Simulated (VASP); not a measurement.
# Be in VASP: further runs

The runs below take Be through single point, relaxation of cell and atoms, with PBE.

Everything below comes from runs of VASP 6.6.1. Logs are shortened: lines on timing, memory, paths and dates and some standing lists are left out, and cuts for length are marked.

## Step 1: The cell of the first run

The typed cell holds 8 atoms: a = 2.265 Å, b = 3.899 Å, c = 7.161 Å, α = 90.00°, β = 90.00°, γ = 90.00°.

## Step 2: Single point, PBE

INCAR

```
PREC = Accurate ; ENCUT = 520
EDIFF = 1E-7 ; ISMEAR = 0
SIGMA = 0.1 ; LREAL = False
LASPH = True ; NELM = 60
ALGO = Fast ; ISIF = 2
LWAVE = False ; LCHARG = True
GGA = PE ; LELF = True
LVHAR = True ; NBANDS = 18
```

KPOINTS

```
regular mesh
0
Gamma
  10 6 4
```

POSCAR

```
Be
1.0
    1.1327796231     -1.9618637876     -0.0000966868
   -3.3764136376     -1.9496285096      0.0000182010
   -0.0002888876      0.0004208726     -7.1605327163
Be
8
Direct
    0.4999883034      0.4999843846      1.0000042184
   -0.0000134454     -0.0000241592      0.9999955446
    0.5000052449      0.5000171319      0.5000042368
    0.0000163567      0.0000217689      0.4999968023
    0.4999833344      0.8357860529      0.2499936755
    1.0000023205      0.3357816213      0.2499991783
    0.0000012735      0.6642188682      0.7500046873
    0.5000166120      0.1642143315      0.7500016568
```

Potentials or basis: VASP PAW PBE potentials, release 64 (Be).

On the command line:

```sh
cat potpaw_PBE.64/Be/POTCAR > POTCAR
mpirun -np 1 vasp_std > vasp.out
```

OUTCAR:

```text
PREC = Accurate
   ENCUT = 520
   EDIFF = 1E-7
   ISMEAR = 0
   LREAL = False
   LASPH = True
   NELM = 60
   ISIF = 2
   GGA = PE

 ion  position               nearest neighbor table
   1  0.500  0.500  0.000-   6 2.21   7 2.21   6 2.21   7 2.21   5 2.22   8 2.22   2 2.25   2 2.25
                             2 2.25   2 2.25
   2  1.000  1.000  1.000-   8 2.21   5 2.21   5 2.21   8 2.21   7 2.22   6 2.22   1 2.25   1 2.25
                             1 2.25   1 2.25
   3  0.500  0.500  0.500-   7 2.21   7 2.21   6 2.21   6 2.21   5 2.22   8 2.22   4 2.25   4 2.25
                             4 2.25   4 2.25
   4  0.000  0.000  0.500-   8 2.21   8 2.21   5 2.21   5 2.21   6 2.22   7 2.22   3 2.25   3 2.25
                             3 2.25   3 2.25
   5  0.500  0.836  0.250-   2 2.21   2 2.21   4 2.21   4 2.21   1 2.22   3 2.22   6 2.25   6 2.25
                             6 2.25   6 2.25
   6  0.000  0.336  0.250-   1 2.21   1 2.21   3 2.21   3 2.21   4 2.22   2 2.22   5 2.25   5 2.25
                             5 2.25   5 2.25
   7  0.000  0.664  0.750-   3 2.21   1 2.21   3 2.21   1 2.21   2 2.22   4 2.22   8 2.25   8 2.25
                             8 2.25   8 2.25
   8  0.500  0.164  0.750-   2 2.21   4 2.21   4 2.21   2 2.21   1 2.22   3 2.22   7 2.25   7 2.25
                             7 2.25   7 2.25

  LATTYP: Found a simple monoclinic cell.
 ALAT       =     7.1605327345
 B/A-ratio  =     0.5444949963
 C/A-ratio  =     1.0488446915
 COS(beta)  =    -0.9534214404

  Lattice vectors:

 A1 = (  -0.0002888876,   0.0004208726,  -7.1605327163)
 A2 = (  -3.3764136376,  -1.9496285096,   0.0000182010)
 A3 = (  -1.1324907355,   1.9614429150,   7.1606294031)

Analysis of symmetry for initial positions (statically):
=====================================================================
 Subroutine PRICEL returns:
 Original cell was already a primitive cell.

 Routine SETGRP: Setting up the symmetry group for a
 simple monoclinic supercell.

 Subroutine GETGRP returns: Found  1 space group operations
 (whereof  1 operations were pure point group operations)
 out of a pool of  4 trial point group operations.

The static configuration has the point symmetry C_1 .

Analysis of symmetry for dynamics (positions and initial velocities):
=====================================================================
 Subroutine PRICEL returns:
 Original cell was already a primitive cell.

[... 126 lines left out ...]
   ISYM   =      2    0-nonsym 1-usesym 2-fastsym
   POTIM  = 0.5000    time-step for ionic-motion
   TEBEG  =    0.0;   TEEND  =   0.0 temperature during run
   PSTRESS=    0.0 pullay stress
   NELECT =      16.0000    total number of electrons
   NUPDOWN=      -1.0000    fix difference up-down
   EMIN   =  10.00;   EMAX   =-10.00  energy-range for DOS
   EFERMI =   0.00;   METHOD = LEGACY
   ISMEAR =     0;   SIGMA  =   0.10  broadening in eV -4-tet -1-fermi 0-gaus
   EFERMI_NEDOS =   21; number of points for ismear=-14 and -15
   IALGO  =     68    algorithm
   IMIX   =      4    mixing-type and parameters
     AMIX     =   0.40;   BMIX     =  1.00
     AMIX_MAG =   1.60;   BMIX_MAG =  1.00
  volume/ion in A,a.u.               =       7.91        53.35
  Fermi-wavevector in a.u.,A,eV,Ry     =   1.035390  1.956604 14.585898  1.072033
  Thomas-Fermi vector in A             =   2.169731
   LORBIT       =      0    0 simple, 1 ext, 2 COOP (PROOUT), +10 PAW based schemes
   GGA     = PE    functional components
   LHFCALC =     F    Hartree Fock is set to
   AEXX    =    0.0000 exact exchange contribution
   IVDW    =     0    specifies the selected vdW correction
   LEPSILON=     F    determine dielectric tensor
   LRPA    =     F    only Hartree local field effects (RPA)
 non-spin polarized calculation
 RMM-DIIS sequential band-by-band and
 Gauss-broadening in eV      SIGMA  =   0.10
  energy-cutoff  :      520.00
  volume of cell :       63.25
 maximum number of plane-waves:      1736
 NGX is ok and might be reduce to    18

 number of electron      16.0000000 magnetization

 Free energy of the ion-electron system (eV)
  ---------------------------------------------------
  ext. energy  EPLUGINS =         0.00000000
  ---------------------------------------------------
  free energy    TOTEN  =       -29.85874542 eV

  energy without entropy =      -29.85513896  energy(sigma->0) =      -29.85694219

 E-fermi :   7.0442     XC(G=0): -10.6075

 val. band max:        6.9706073566   @ k =   0.5000  -0.0000   0.2500
 cond. band min:       7.0624489948   @ k =   0.3000  -0.0000  -0.2500
 fundamental gap:      0.0918416382
 Fermi energy:         7.0441587592

 k-point     1 :       0.0000    0.0000    0.0000
  band No.  band energies     occupation
      1      -4.3275      2.00000
      2      -2.1977      2.00000
      3      -2.1684      2.00000
      4       2.1135      2.00000
      5       2.5153      2.00000
      6       3.1192      2.00000
[... 481 lines left out ...]
      5       3.5158      2.00000
      6       3.7104      2.00000
[... 10 lines left out ...]
     17      13.6787      0.00000
     18      14.0900      0.00000

 [... further k-points ...]

------------------------ aborting loop because EDIFF is reached ----------------------------------------

  FORCE on cell =-STRESS in cart. coord.  units (eV):
  Direction    XX          YY          ZZ          XY          YZ          ZX
  --------------------------------------------------------------------------------------
  -------------------------------------------------------------------------------------
  Total        0.0614609      0.0267613      0.0922203      0.0271225      0.0013659     -0.0008573
  in kB        1.5569593      0.6779310      2.3361734      0.6870818      0.0346025     -0.0217172
  external PRESSURE =       1.5236879 kB  Pullay stress =       0.0000000 kB

 VOLUME and BASIS-vectors are now :
 -----------------------------------------------------------------------------
  energy-cutoff  :      520.00
  volume of cell :       63.25
      direct lattice vectors                 reciprocal lattice vectors
     1.132779623 -1.961863788 -0.000096687     0.220731908 -0.382268838 -0.000031374
    -3.376413638 -1.949628510  0.000018201    -0.222117155 -0.128250386  0.000001423
    -0.000288888  0.000420873 -7.160532716    -0.000003545  0.000004836 -0.139654414

 POSITION                                       TOTAL-FORCE (eV/Angst)
 -----------------------------------------------------------------------------------
     -1.12178     -1.95569     -0.00007        -0.000008     -0.000141      0.000234
     -2.24386     -3.91100     -7.16058        -0.000430     -0.000409     -0.000218
     -1.12201     -1.95558     -3.58034         0.000148      0.000067      0.000217
     -0.00020      0.00014     -3.58024         0.000299      0.000421     -0.000128
     -2.25566     -2.61027     -1.79012         0.000465     -0.000061     -0.000377
     -1.13381     -0.65455     -1.79012         0.000108      0.000151     -0.000097
     -2.24289     -1.29467     -5.37042        -0.000125     -0.000057      0.000247
      0.01174     -1.30081     -5.37046        -0.000456      0.000030      0.000123
 -----------------------------------------------------------------------------------
    total drift:                                0.000000     -0.000000      0.000000

  FREE ENERGIE OF THE ION-ELECTRON SYSTEM (eV)
  ---------------------------------------------------
  free  energy   TOTEN  =       -29.8587454156 eV

  energy  without entropy=      -29.8551389641  energy(sigma->0) =      -29.85694219
```

OSZICAR:

```text
N       E                     dE             d eps       ncg     rms          rms(c)
DAV:   1     0.111887219176E+02    0.11189E+02   -0.62560E+03  4464   0.758E+02
DAV:   2    -0.287358214595E+02   -0.39925E+02   -0.36189E+02  6078   0.140E+02
DAV:   3    -0.301006337194E+02   -0.13648E+01   -0.13379E+01  6222   0.197E+01
DAV:   4    -0.301101928485E+02   -0.95591E-02   -0.95375E-02  5688   0.196E+00
DAV:   5    -0.301102619154E+02   -0.69067E-04   -0.69042E-04  5878   0.138E-01    0.236E+00
RMM:   6    -0.299299071292E+02    0.18035E+00   -0.21083E-02  4588   0.153E+00    0.145E+00
RMM:   7    -0.298588150911E+02    0.71092E-01   -0.27535E-02  4777   0.155E+00    0.555E-02
RMM:   8    -0.298587299774E+02    0.85114E-04   -0.18161E-03  4987   0.388E-01    0.209E-02
RMM:   9    -0.298587469538E+02   -0.16976E-04   -0.16981E-04  5347   0.854E-02    0.153E-02
RMM:  10    -0.298587474599E+02   -0.50611E-06   -0.18193E-05  5418   0.400E-02    0.573E-03
RMM:  11    -0.298587482562E+02   -0.79628E-06   -0.28880E-06  5490   0.756E-03    0.306E-03
RMM:  12    -0.298587471060E+02    0.11502E-05   -0.25940E-07  4962   0.312E-03    0.179E-03
RMM:  13    -0.298587457262E+02    0.13798E-05   -0.84060E-08  4219   0.202E-03    0.371E-04
RMM:  14    -0.298587454667E+02    0.25943E-06   -0.12314E-08  3417   0.845E-04    0.717E-05
RMM:  15    -0.298587454156E+02    0.51113E-07   -0.15193E-09  1997   0.318E-04
   1 F= -.29858745E+02 E0= -.29856942E+02  d E =-.360645E-02
```

stdout:

```text
POSCAR found type information on POSCAR Be
 POSCAR found :  1 types and       8 ions
 scaLAPACK will be used
 LDA part: xc-table for (Slater+PW92), standard interpolation
 POSCAR, INCAR and KPOINTS ok, starting setup
 FFT: planning ... GRIDC
 FFT: planning ... GRID_SOFT
 FFT: planning ... GRID
 WAVECAR not read
 entering main loop
```

Run time: 86 s. Hardware: 1 thread of Intel Xeon Platinum 8488C (Sapphire Rapids), shared host; peak memory 0.22 GiB.

What came out:

- Free energy: -29.8587 eV
- Pressure: 0.2 GPa
- Band gap on the k mesh: zero (bands 8 and 9 overlap by 1.50 eV)

Stress tensor (GPa, compression positive):
```
0.16 0.07 0.00
0.07 0.07 0.00
0.00 0.00 0.23
```

Levels at points of the mesh, in eV from the Fermi level:
```
           k point  band 5  band 6  band 7  band 8  band 9  band 10  band 11  band 12
(0.00, 0.00, 0.00)   -4.53   -3.92   -3.58   -2.59    0.98     1.28     1.30     4.29
(0.50, 0.00, 0.00)   -3.95   -3.95    0.95    0.95    1.90     1.90     1.96     1.96
(0.00, 0.50, 0.00)   -7.37   -7.37   -2.17   -2.17    1.27     1.27     7.44     7.44
(0.50, 0.50, 0.00)   -3.66   -3.66   -2.73   -2.73    1.23     1.23     1.26     1.27
(0.00, 0.00, 0.50)   -4.59   -4.59   -2.96   -2.96    1.78     1.78     3.78     3.78
(0.50, 0.00, 0.50)   -1.50   -1.50   -1.50   -1.50    2.38     2.38     2.38     2.38
(0.00, 0.50, 0.50)   -4.72   -4.72   -4.72   -4.72    4.66     4.66     4.66     4.66
(0.50, 0.50, 0.50)   -3.08   -3.08   -3.08   -3.08    1.74     1.74     1.74     1.74
```

## Step 3: Relaxation of cell and atoms, PBE

This run uses another cell than the first one: it holds 4 atoms, not 8.

INCAR

```
  PREC = Accurate
  ENCUT = 600
  EDIFF = 1E-6
  ISMEAR = 0
  SIGMA = 0.1
  LREAL = False
  LASPH = True
  NELM = 100
  ALGO = Normal
  ISIF = 3
  LWAVE = False
  LCHARG = False
  GGA = PE
  IBRION = 2
  NSW = 100
  EDIFFG = -0.01
```

KPOINTS

```
regular mesh
0
Gamma
  21 21 6
```

POSCAR

```
Be
1.0
    2.2583118269      0.0000000000      0.0000000000
   -1.1291559134      1.9557554117      0.0000000000
    0.0000000000      0.0000000000      7.1564585150
Be
4
Direct
    0.0000000000      0.0000000000      0.0000000000
    0.0000000000      0.0000000000      0.5000000000
    0.3333333333      0.6666666667      0.7500000000
    0.6666666667      0.3333333333      0.2500000000
```

Potentials or basis: VASP PAW PBE potentials, release 64 (Be).

On the command line:

```sh
cat potpaw_PBE.64/Be/POTCAR > POTCAR
mpirun -np 1 vasp_std > vasp.out
```

It took 36 s on 1 thread of Intel Xeon Platinum 8488C (Sapphire Rapids), shared host; peak memory 0.18 GiB.

Results (log left out):

- Free energy: -14.9387 eV
- Relaxed volume: 7.91 Å³/atom
- Relaxed cell: a = 2.256 Å, b = 2.256 Å, c = 7.183 Å, α = 90.00°, β = 90.00°, γ = 120.00°
- Space group after relaxing (to 0.1 Å): P6_3/mmc (No. 194)
- Energy gained by relaxing: 0.2 meV/atom
- Ionic steps: 2
- Pressure after relaxing: 0.0 GPa
- Band gap on the k mesh: zero (bands 4 and 5 overlap by 1.62 eV)

Stress tensor (GPa, compression positive):
```
-0.11  0.00  0.00
 0.00 -0.11  0.00
 0.00  0.00  0.14
```

Step by step:
```tsv
step	energy change (eV)	largest force (eV/Å)	pressure (GPa)	volume (Å³)
1	0.0000	0.0000	0.18	31.61
2	-0.0008	0.0000	-0.03	31.65
```

Final structure:
```xyz
4
Lattice="2.2556 0.0000 0.0000 -1.1278 1.9534 0.0000 0.0000 0.0000 7.1832" Properties=species:S:1:pos:R:3 pbc="T T T"
Be    2.2556    0.0000    0.0000
Be    2.2556    0.0000    3.5916
Be    0.0000    1.3023    5.3874
Be    1.1278    0.6511    1.7958
```

Levels at points of the mesh, in eV from the Fermi level:
```
           k point  band 1  band 2  band 3  band 4  band 5  band 6  band 7  band 8
(0.00, 0.00, 0.00)  -11.51   -9.39   -9.36   -4.71    0.76   10.21   10.21   16.15
(0.00, 0.00, 0.50)  -10.98  -10.98   -6.83   -6.83    4.11    4.11   16.52   16.52
```
